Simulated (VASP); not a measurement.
# AlCo (Pm-3m) in VASP: further runs

The runs below take AlCo through single point, relaxation of cell and atoms, with PBEsol.

All numbers are computed with VASP 6.6.1; they aren't measurements. Logs are shortened: lines on timing, memory, paths and dates and some standing lists are left out, and cuts for length are marked.

### Step 1. The cell of the first run

The structure is cubic, space group Pm-3m (No. 221). The conventional cell has a = 2.819 Å, b = 2.819 Å, c = 2.819 Å, α = 90.00°, β = 90.00°, γ = 90.00°. Within 3.2 Å of Al (site symmetry m-3m) lie 8 Co at 2.44 Å and 6 Al at 2.82 Å. Co (site symmetry m-3m) has 8 Al at 2.44 Å and 6 Co at 2.82 Å within 3.2 Å.

### Step 2. Single point, PBEsol

Contents of INCAR:

```
SYSTEM = AlCo
PREC = Accurate
ENCUT = 520
EDIFF = 1E-7
ISMEAR = 0
SIGMA = 0.1
LREAL = .FALSE.
LASPH = .TRUE.
NELM = 100
ALGO = Fast
ISIF = 2
LWAVE = .FALSE.
LCHARG = .FALSE.
GGA = PS
NBANDS = 13
```

Contents of KPOINTS:

```
regular mesh
0
G
  6 6 6
  0 0 0
```

Contents of POSCAR:

```
AlCo
1.0
    2.8194032100      0.0000000000      0.0000000000
    0.0000000000      2.8194032100      0.0000000000
    0.0000000000      0.0000000000      2.8194032100
Al Co
1 1
Direct
    0.0000000000      0.0000000000      0.0000000000
    0.5000000000      0.5000000000      0.5000000000
```

Potentials or basis: VASP PAW PBE potentials, release 64 (Al, Co).

On the command line:

```bash
> cat potpaw_PBE.64/Al/POTCAR potpaw_PBE.64/Co/POTCAR > POTCAR
> mpirun -np 1 vasp_std > vasp.out
```

OUTCAR:

```text
SYSTEM = AlCo
   PREC = Accurate
   ENCUT = 520
   EDIFF = 1E-7
   ISMEAR = 0
   LREAL = .FALSE.
   LASPH = .TRUE.
   NELM = 100
   ISIF = 2
   GGA = PS

 ion  position               nearest neighbor table
   1  0.000  0.000  0.000-   2 2.44   2 2.44   2 2.44   2 2.44   2 2.44   2 2.44   2 2.44   2 2.44

   2  0.500  0.500  0.500-   1 2.44   1 2.44   1 2.44   1 2.44   1 2.44   1 2.44   1 2.44   1 2.44

  LATTYP: Found a simple cubic cell.
 ALAT       =     2.8194032100

  Lattice vectors:

 A1 = (   2.8194032100,   0.0000000000,   0.0000000000)
 A2 = (   0.0000000000,   2.8194032100,   0.0000000000)
 A3 = (   0.0000000000,   0.0000000000,   2.8194032100)

Analysis of symmetry for initial positions (statically):
=====================================================================
 Subroutine PRICEL returns:
 Original cell was already a primitive cell.

 Routine SETGRP: Setting up the symmetry group for a
 simple cubic supercell.

 Subroutine GETGRP returns: Found 48 space group operations
 (whereof 48 operations were pure point group operations)
 out of a pool of 48 trial point group operations.

The static configuration has the point symmetry O_h .

Analysis of symmetry for dynamics (positions and initial velocities):
=====================================================================
 Subroutine PRICEL returns:
 Original cell was already a primitive cell.

 Routine SETGRP: Setting up the symmetry group for a
 simple cubic supercell.

 Subroutine GETGRP returns: Found 48 space group operations
 (whereof 48 operations were pure point group operations)
 out of a pool of 48 trial point group operations.

The dynamic configuration has the point symmetry O_h .

 Subroutine INISYM returns: Found 48 space group operations
 (whereof 48 operations are pure point group operations),
 and found     1 'primitive' translations

----------------------------------------------------------------------------------------

                                     Primitive cell

  volume of cell :      22.4115

  direct lattice vectors                    reciprocal lattice vectors
     2.819403210  0.000000000  0.000000000     0.354684990  0.000000000  0.000000000
     0.000000000  2.819403210  0.000000000     0.000000000  0.354684990  0.000000000
     0.000000000  0.000000000  2.819403210     0.000000000  0.000000000  0.354684990

  length of vectors
     2.819403210  2.819403210  2.819403210     0.354684990  0.354684990  0.354684990

  position of ions in fractional coordinates (direct lattice)
     0.000000000  0.000000000  0.000000000
     0.500000000  0.500000000  0.500000000

  ion indices of the primitive-cell ions
   primitive index   ion index
                 1           1
                 2           2

----------------------------------------------------------------------------------------

 KPOINTS: regular mesh

Automatic generation of k-mesh.
 Grid dimensions read from file:
 generate k-points for:    6    6    6

 Generating k-lattice:

  Cartesian coordinates                     Fractional coordinates (reciprocal lattice)
     0.059114165  0.000000000  0.000000000     0.166666667  0.000000000  0.000000000
     0.000000000  0.059114165  0.000000000     0.000000000  0.166666667  0.000000000
     0.000000000  0.000000000  0.059114165     0.000000000  0.000000000  0.166666667

  Length of vectors
     0.059114165  0.059114165  0.059114165

  Shift w.r.t. Gamma in fractional coordinates (k-lattice)
     0.000000000  0.000000000  0.000000000

 Subroutine IBZKPT returns following result:
 ===========================================

 Found     20 irreducible k-points:

 Following reciprocal coordinates:
            Coordinates               Weight
  0.000000  0.000000  0.000000      1.000000
  0.166667  0.000000  0.000000      6.000000
  0.333333  0.000000  0.000000      6.000000
  0.500000  0.000000  0.000000      3.000000
  0.166667  0.166667  0.000000     12.000000
  0.333333  0.166667  0.000000     24.000000
[... 12 lines left out ...]
  0.500000  0.500000  0.333333      6.000000
  0.500000  0.500000  0.500000      1.000000
   k-points           NKPTS =     20   k-points in BZ     NKDIM =     20   number of bands    NBANDS=     13
   number of dos      NEDOS =    301   number of ions     NIONS =      2
   total plane-waves  NPLWV =  13824
   dimension x,y,z NGX =    24 NGY =   24 NGZ =   24
   dimension x,y,z NGXF=    48 NGYF=   48 NGZF=   48
   ions per type =               1   1
   NGX,Y,Z   is equivalent  to a cutoff of  14.15, 14.15, 14.15 a.u.
   NGXF,Y,Z  is equivalent  to a cutoff of  28.30, 28.30, 28.30 a.u.
 SYSTEM =  AlCo
   PREC   = accura    normal or accurate (medium, high low for compatibility)
   ISTART =      0    job   : 0-new  1-cont  2-samecut
   ICHARG =      2    charge: 1-file 2-atom 10-const
   ISPIN  =      1    spin polarized calculation?
   LNONCOLLINEAR =      F non collinear calculations
   LSORBIT =      F    spin-orbit coupling
   LASPH  =      T    aspherical Exc in radial PAW
   ENCUT  =  520.0 eV  38.22 Ry    6.18 a.u.   5.24  5.24  5.24*2*pi/ulx,y,z
   NELM   =    100;   NELMIN=  2; NELMDL= -5     # of ELM steps
   EDIFF  = 0.1E-06   stopping-criterion for ELM
   LREAL  =      F    real-space projection
   EDIFFG = 0.1E-05   stopping-criterion for IOM
   NSW    =      0    number of steps for IOM
   IBRION =     -1    ionic relax: 0-MD 1-quasi-New 2-CG
   NFREE  =      0    steps in history (QN), initial steepest desc. (CG)
   ISIF   =      2    stress and relaxation
   ISYM   =      2    0-nonsym 1-usesym 2-fastsym
   POTIM  = 0.5000    time-step for ionic-motion
   TEBEG  =    0.0;   TEEND  =   0.0 temperature during run
   PSTRESS=    0.0 pullay stress
   NELECT =      12.0000    total number of electrons
   NUPDOWN=      -1.0000    fix difference up-down
   EMIN   =  10.00;   EMAX   =-10.00  energy-range for DOS
   EFERMI =   0.00;   METHOD = LEGACY
   ISMEAR =     0;   SIGMA  =   0.10  broadening in eV -4-tet -1-fermi 0-gaus
   EFERMI_NEDOS =   21; number of points for ismear=-14 and -15
   IALGO  =     68    algorithm
   IMIX   =      4    mixing-type and parameters
     AMIX     =   0.40;   BMIX     =  1.00
     AMIX_MAG =   1.60;   BMIX_MAG =  1.00
  volume/ion in A,a.u.               =      11.21        75.62
  Fermi-wavevector in a.u.,A,eV,Ry     =   1.329366  2.512138 24.044423  1.767215
  Thomas-Fermi vector in A             =   2.458534
   LORBIT       =      0    0 simple, 1 ext, 2 COOP (PROOUT), +10 PAW based schemes
   GGA     = PS    functional components
   LHFCALC =     F    Hartree Fock is set to
   AEXX    =    0.0000 exact exchange contribution
   IVDW    =     0    specifies the selected vdW correction
   LEPSILON=     F    determine dielectric tensor
   LRPA    =     F    only Hartree local field effects (RPA)
 non-spin polarized calculation
 RMM-DIIS sequential band-by-band and
 Gauss-broadening in eV      SIGMA  =   0.10
  energy-cutoff  :      520.00
  volume of cell :       22.41
 maximum number of plane-waves:       624
 NGX is ok and might be reduce to    24
   NGX = 11   NGY = 11   NGZ = 11

 number of electron      11.9999996 magnetization

 Free energy of the ion-electron system (eV)
  ---------------------------------------------------
  ext. energy  EPLUGINS =         0.00000000
  ---------------------------------------------------
  free energy    TOTEN  =       -13.07871561 eV

  energy without entropy =      -13.07290882  energy(sigma->0) =      -13.07581221

 E-fermi :  10.9504     XC(G=0): -12.5425

 val. band max:       10.9217169744   @ k =   0.5000   0.3333   0.0000
 cond. band min:      11.0657260378   @ k =   0.5000   0.3333   0.1667
 fundamental gap:      0.1440090633
 Fermi energy:        10.9504455982

 k-point     1 :       0.0000    0.0000    0.0000
  band No.  band energies     occupation
      1      -0.4037      2.00000
      2       7.7722      2.00000
      3       7.7722      2.00000
      4      10.0520      2.00000
      5      10.0520      2.00000
      6      10.0520      2.00000
      7      17.0127      0.00000
      8      17.0127      0.00000
      9      17.0127      0.00000
     10      19.7797      0.00000
     11      19.7797      0.00000
     12      26.6617      0.00000
     13      32.8813      0.00000

 k-point     2 :       0.1667    0.0000    0.0000
  band No.  band energies     occupation
      1       0.1321      2.00000
      2       7.6692      2.00000
      3       7.9171      2.00000
      4       9.7870      2.00000
      5       9.7870      2.00000
      6      10.0815      2.00000
      7      14.0076      0.00000
      8      17.7349      0.00000
      9      17.7349      0.00000
     10      19.6915      0.00000
     11      22.3910      0.00000
     12      28.4256      0.00000
     13      29.4527      0.00000

 k-point     3 :       0.3333    0.0000    0.0000
  band No.  band energies     occupation
      1       1.6836      2.00000
      2       6.5468      2.00000
      3       8.2268      2.00000
      4       9.3327      2.00000
      5       9.3327      2.00000
      6      10.1410      2.00000
      7      11.5626      0.00000
      8      19.4742      0.00000
      9      19.5765      0.00000
     10      19.5765      0.00000
     11      24.5807      0.00000
     12      25.6154      0.00000
     13      25.6154      0.00000
[... 241 lines left out ...]
 k-point    19 :       0.5000    0.5000    0.3333
  band No.  band energies     occupation
      1       6.4378      2.00000
      2       7.0204      2.00000
      3       7.0204      2.00000
      4       9.6638      2.00000
      5      10.6774      1.99989
      6      11.9461      0.00000
      7      11.9461      0.00000
      8      13.3764      0.00000
      9      14.9158      0.00000
     10      18.0189      0.00000
     11      18.4447      0.00000
     12      18.4447      0.00000
     13      22.2491      0.00000

 k-point    20 :       0.5000    0.5000    0.5000
  band No.  band energies     occupation
      1       6.8180      2.00000
      2       6.8180      2.00000
      3       6.8180      2.00000
      4      10.6872      1.99980
      5      10.6872      1.99980
      6      13.2518      0.00000
      7      13.2518      0.00000
      8      13.2518      0.00000
      9      15.3319      0.00000
     10      16.4427      0.00000
     11      16.4427      0.00000
     12      16.4427      0.00000
     13      20.3687      0.00000

------------------------ aborting loop because EDIFF is reached ----------------------------------------

  FORCE on cell =-STRESS in cart. coord.  units (eV):
  Direction    XX          YY          ZZ          XY          YZ          ZX
  --------------------------------------------------------------------------------------
  -------------------------------------------------------------------------------------
  Total        0.1429775      0.1429775      0.1429775     -0.0000000     -0.0000000     -0.0000000
  in kB       10.2213140     10.2213140     10.2213140     -0.0000000     -0.0000000     -0.0000000
  external PRESSURE =      10.2213140 kB  Pullay stress =       0.0000000 kB

 VOLUME and BASIS-vectors are now :
 -----------------------------------------------------------------------------
  energy-cutoff  :      520.00
  volume of cell :       22.41
      direct lattice vectors                 reciprocal lattice vectors
     2.819403210  0.000000000  0.000000000     0.354684990  0.000000000  0.000000000
     0.000000000  2.819403210  0.000000000     0.000000000  0.354684990  0.000000000
     0.000000000  0.000000000  2.819403210     0.000000000  0.000000000  0.354684990

 POSITION                                       TOTAL-FORCE (eV/Angst)
 -----------------------------------------------------------------------------------
      0.00000      0.00000      0.00000         0.000000      0.000000      0.000000
      1.40970      1.40970      1.40970         0.000000      0.000000      0.000000
 -----------------------------------------------------------------------------------
    total drift:                                0.000000     -0.000000     -0.000000

  FREE ENERGIE OF THE ION-ELECTRON SYSTEM (eV)
  ---------------------------------------------------
  free  energy   TOTEN  =       -13.0787156060 eV

  energy  without entropy=      -13.0729088215  energy(sigma->0) =      -13.07581221
```

Run time: 3.7 s. Hardware: 1 thread of Intel Xeon 6975P-C (Granite Rapids), shared host; peak memory 0.13 GiB.

Results:

```yaml
Free_energy: -13.0787 eV
Pressure: 1.0 GPa
Band_gap_on_the_k_mesh: zero (band 6 reaches 13.25 eV, above the bottom of band 7 at 10.65 eV)
```

Caveat: the k points lie up to 0.37 Å⁻¹ apart; the PAW data sets were made with another functional, which shifts forces and pressure a little. Spin polarisation is off, so any magnetic state and its effect on volume and gap are missing.

### Step 3. Single point, PBEsol

This run uses another cell than the first one, of 11.24 Å³/atom, 1.003 times its volume.

Contents of INCAR:

```
SYSTEM = AlCo
  PREC = Accurate
  ENCUT = 520
  EDIFF = 1E-7
  ISMEAR = 0
  SIGMA = 0.1
  LREAL = .FALSE.
  LASPH = .TRUE.
  NELM = 80
  ALGO = Normal
  ISIF = 2
  LWAVE = .FALSE.
  LCHARG = .TRUE.
  GGA = PS
  LELF = .TRUE.
  LVHAR = .TRUE.
  NBANDS = 13
```

Contents of KPOINTS:

```
regular mesh
0
G
  14 14 14
  0 0 0
```

Contents of POSCAR:

```
AlCo
1.0
    2.8225855357      0.0000000000      0.0000000000
    0.0000000000      2.8225855357      0.0000000000
    0.0000000000      0.0000000000      2.8225855357
Al Co
1 1
Direct
    0.0000000000      0.0000000000      0.0000000000
    0.5000000000      0.5000000000      0.5000000000
```

Potentials or basis: VASP PAW PBE potentials, release 64 (Al, Co).

On the command line:

```bash
> cat potpaw_PBE.64/Al/POTCAR potpaw_PBE.64/Co/POTCAR > POTCAR
> mpirun -np 1 vasp_std > vasp.out
```

OUTCAR:

```text
SYSTEM = AlCo
   PREC = Accurate
   ENCUT = 520
   EDIFF = 1E-7
   ISMEAR = 0
   LREAL = .FALSE.
   LASPH = .TRUE.
   NELM = 80
   ISIF = 2
   GGA = PS

 ion  position               nearest neighbor table
   1  0.000  0.000  0.000-   2 2.44   2 2.44   2 2.44   2 2.44   2 2.44   2 2.44   2 2.44   2 2.44

   2  0.500  0.500  0.500-   1 2.44   1 2.44   1 2.44   1 2.44   1 2.44   1 2.44   1 2.44   1 2.44

  LATTYP: Found a simple cubic cell.
 ALAT       =     2.8225855357

  Lattice vectors:

 A1 = (   2.8225855357,   0.0000000000,   0.0000000000)
 A2 = (   0.0000000000,   2.8225855357,   0.0000000000)
[... 563 lines left out ...]
     10      20.8720      0.00000
     11      23.2418      0.00000
     12      25.6486      0.00000
     13      27.9401      0.00000

 [... further k-points ...]
[... 5 lines left out ...]
  --------------------------------------------------------------------------------------
  -------------------------------------------------------------------------------------
  Total        0.0117408      0.0117408      0.0117408      0.0000000      0.0000000     -0.0000000
  in kB        0.8365014      0.8365014      0.8365014      0.0000000      0.0000000     -0.0000000
  external PRESSURE =       0.8365014 kB  Pullay stress =       0.0000000 kB

 VOLUME and BASIS-vectors are now :
 -----------------------------------------------------------------------------
  energy-cutoff  :      520.00
  volume of cell :       22.49
      direct lattice vectors                 reciprocal lattice vectors
     2.822585536  0.000000000  0.000000000     0.354285100  0.000000000  0.000000000
     0.000000000  2.822585536  0.000000000     0.000000000  0.354285100  0.000000000
     0.000000000  0.000000000  2.822585536     0.000000000  0.000000000  0.354285100

 POSITION                                       TOTAL-FORCE (eV/Angst)
 -----------------------------------------------------------------------------------
      0.00000      0.00000      0.00000         0.000000      0.000000      0.000000
      1.41129      1.41129      1.41129         0.000000      0.000000      0.000000
 -----------------------------------------------------------------------------------
    total drift:                                0.000000     -0.000000     -0.000000

  FREE ENERGIE OF THE ION-ELECTRON SYSTEM (eV)
  ---------------------------------------------------
  free  energy   TOTEN  =       -13.0840929872 eV

  energy  without entropy=      -13.0808070835  energy(sigma->0) =      -13.08245004
```

OSZICAR:

```text
N       E                     dE             d eps       ncg     rms          rms(c)
DAV:   1     0.350806745535E+02    0.35081E+02   -0.52774E+03  3160   0.975E+02
DAV:   2    -0.133702025432E+02   -0.48451E+02   -0.44207E+02  3280   0.173E+02
DAV:   3    -0.149796155419E+02   -0.16094E+01   -0.15974E+01  3813   0.365E+01
DAV:   4    -0.150035505877E+02   -0.23935E-01   -0.23928E-01  3671   0.402E+00
DAV:   5    -0.150043913111E+02   -0.84072E-03   -0.84070E-03  3855   0.826E-01    0.135E+01
DAV:   6    -0.178761334657E+02   -0.28717E+01   -0.65525E+01  3590   0.103E+02    0.180E+01
DAV:   7    -0.131330325162E+02    0.47431E+01   -0.30596E+01  3635   0.657E+01    0.194E+00
DAV:   8    -0.130990618978E+02    0.33971E-01   -0.18554E-01  3663   0.324E+00    0.117E+00
DAV:   9    -0.130845352687E+02    0.14527E-01   -0.20822E-02  4156   0.170E+00    0.302E-01
DAV:  10    -0.130841141930E+02    0.42108E-03   -0.39976E-04  3733   0.154E-01    0.144E-01
DAV:  11    -0.130840931573E+02    0.21036E-04   -0.18829E-05  3980   0.366E-02    0.100E-02
DAV:  12    -0.130840929794E+02    0.17792E-06   -0.57448E-07  4142   0.559E-03    0.553E-03
DAV:  13    -0.130840929872E+02   -0.78169E-08   -0.10544E-07  2793   0.254E-03
   1 F= -.13084093E+02 E0= -.13082450E+02  d E =-.328590E-02
```

Run time: 10 s. Hardware: 1 thread of Intel Xeon 6975P-C (Granite Rapids), shared host; peak memory 0.16 GiB.

What came out:

* Free energy: -13.0841 eV
* Pressure: 0.1 GPa
* Band gap on the k mesh: zero (band 6 reaches 13.20 eV, above the bottom of band 7 at 10.58 eV)

Levels at points of the mesh, in eV from the Fermi level:
```
           k point  band 3  band 4  band 5  band 6  band 7  band 8  band 9  band 10
(0.00, 0.00, 0.00)   -3.12   -0.86   -0.86   -0.86    6.10    6.10    6.10     8.87
(0.50, 0.00, 0.00)   -2.51   -1.77   -1.77   -0.74    0.17    8.44   10.74    10.74
(0.50, 0.50, 0.00)   -2.74   -2.74   -1.56   -1.56   -0.27    2.48    3.67    13.09
(0.50, 0.50, 0.50)   -4.07   -0.23   -0.23    2.36    2.36    2.36    4.41     5.52
```

Caveat: the PAW data sets were made with another functional, which shifts forces and pressure a little. Spin polarisation is off, so any magnetic state and its effect on volume and gap are missing.

(Part 1 of 2 ends here.)
